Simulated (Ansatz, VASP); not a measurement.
# Two plane-wave programs on Mo

File POSCAR:

```
Mo
1.0
   -1.6181300000      1.6181300000      1.5945650000
    1.6181300000     -1.6181300000      1.5945650000
    1.6181300000      1.6181300000     -1.5945650000
Mo
1
Direct
    0.0000000000      0.0000000000      0.0000000000
```

INCAR.step1

```
ALGO     = Normal         # electronic algorithm
EDIFF    = 1E-4           # SCF threshold, eV
ENCUT    = 520            # plane-wave cutoff, eV
GGA      = PE             # functional
ISMEAR   = 0              # smearing method
LASPH    = True           # aspherical terms in the spheres
LCHARG   = False          # write CHGCAR
LREAL    = False          # projectors in reciprocal space
LWAVE    = True           # write WAVECAR
NBANDS   = 13             # bands
NELM     = 60             # most SCF steps
PREC     = Accurate       # precision mode
SIGMA    = 0.15           # smearing width, eV
```

Contents of INCAR.step2:

```
ALGO     = Normal         # electronic algorithm
EDIFF    = 1E-6           # SCF threshold, eV
ENCUT    = 520            # plane-wave cutoff, eV
ISIF     = 2              # what is computed and relaxed
ISMEAR   = 0              # smearing method
ISTART   = 1            
LASPH    = True           # aspherical terms in the spheres
LCHARG   = True           # write CHGCAR
LELF     = True           # ELF
LMIXTAU  = True         
LREAL    = False          # projectors in reciprocal space
LVHAR    = True         
LWAVE    = False          # write WAVECAR
METAGGA  = R2SCAN         # meta-GGA
NBANDS   = 13             # bands
NELM     = 60             # most SCF steps
PREC     = Accurate       # precision mode
SIGMA    = 0.15           # smearing width, eV
```

File KPOINTS:

```
k-points
0
Gamma
  22 22 22
```

Input for Ansatz:

```yaml
crystal:
  lattice:
    - [-1.61813, 1.61813, 1.594565]
    - [1.61813, -1.61813, 1.594565]
    - [1.61813, 1.61813, -1.594565]
  atoms:
    - { symbol: Mo, position: [0.0, 0.0, 0.0] }
basis:
  ecutwfc: 500
kpoints:
  mp_grid: { grid: [22, 22, 22] }
hamiltonian:
  xc: r2scan
scf:
  occupations: { method: gaussian, width: 0.15 }
output:
  forces: true
  stress: true
  eigenvalues: true
```

Change from the starting cell: strain +0.030 along x and y, +0.015 along z, atoms carried along.

Alike in both runs: task single point; functional r2SCAN; k mesh 22 × 22 × 22; occupations gaussian, width 0.15 eV; no spin polarisation.

```csv
,VASP,Ansatz
version,VASP 6.6.1,Ansatz 0.2.0
potentials or method,"VASP PAW PBE potentials, release 64 (Mo_sv), cutoff 520 eV","scalar-relativistic, plane waves, PAW"
valence electrons in the cell,14,14
```

```csv
,VASP,Ansatz,Ansatz less VASP
gap on the k mesh at the Fermi level (eV),none,none,-
pressure (GPa),-14.6,-15.5,-0.84
"traceless stress, the component that is largest in VASP (GPa)",2.85,2.85,-0.001
```

VASP's potentials were made for PBE, not for r2SCAN. A gap of «none» marks a metal or a gap that the smearing closes. With one functional, cell and mesh, what is left measures potentials, basis and numerics.
